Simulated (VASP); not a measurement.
H23C2NO10, 36 atoms in the cell. The cell holds a disordered packing, 36 atoms: a = 7.287 Å, b = 7.287 Å, c = 7.287 Å, α = 90.00°, β = 90.00°, γ = 90.00°. 

```yaml
Program: VASP 6.6.1
Task: single point
Functional: PBE
Dispersion: D3(BJ)
Potentials_or_basis: VASP PAW PBE potentials, release 64 (O, H, C, N)
Cutoff: 520 eV
k_mesh: 1 × 1 × 1
Occupations: fermi-dirac, width 0.05 eV
Spin: no spin polarisation
Dipole_correction: no
Further_INCAR_settings: LREAL = Auto; ALGO = Normal; EDIFF = 1e-07; NBANDS = 72
```

Potentials or basis: VASP PAW PBE potentials, release 64 (O, H, C, N).

Run with:

```sh
$ cat potpaw_PBE.64/O/POTCAR potpaw_PBE.64/H/POTCAR potpaw_PBE.64/C/POTCAR potpaw_PBE.64/N/POTCAR > POTCAR
$ mpirun -np 1 vasp_gam > vasp.out
```

Hardware: 1 thread of Intel(R) Xeon(R) 6975P-C (Granite Rapids) (shared host).

Estimate the wall time of this run.

It took 32 s on 1 thread of Intel(R) Xeon(R) 6975P-C (Granite Rapids), with other jobs on the host, peak memory 0.35 GiB. Counts: scf iterations 18, k points 1.
